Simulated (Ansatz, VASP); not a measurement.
# LiCl: VASP beside Ansatz

```xyz
2
Lattice="0.0000 2.5560 2.5560 2.5560 0.0000 2.5560 2.5560 2.5560 0.0000" Properties=species:S:1:pos:R:3 pbc="T T T"
Li    0.0000    0.0000    0.0000
Cl    2.5560    2.5560    2.5560
```

Alike in both runs: task single point; functional r2SCAN; k mesh 6 × 6 × 6; occupations fermi-dirac, width 0.05 eV; no spin polarisation.

|  | VASP | Ansatz |
| --- | --- | --- |
| version | VASP 6.6.1 | Ansatz 0.2.0 |
| potentials or method | VASP PAW PBE potentials, release 64 (Li_sv, Cl) | plane waves |
| plane-wave cutoff (eV) | 520 | 500 |
| valence electrons in the cell | 10 | 10 |

|  | VASP | Ansatz | Ansatz less VASP |
| --- | --- | --- | --- |
| gap on the k mesh at the Fermi level (eV) | 7.36 | 7.29 | -0.069 |

VASP's potentials were made for PBE, not for r2SCAN.

Noted on VASP's run: the cutoff is short for stress, so the pressure is rough.
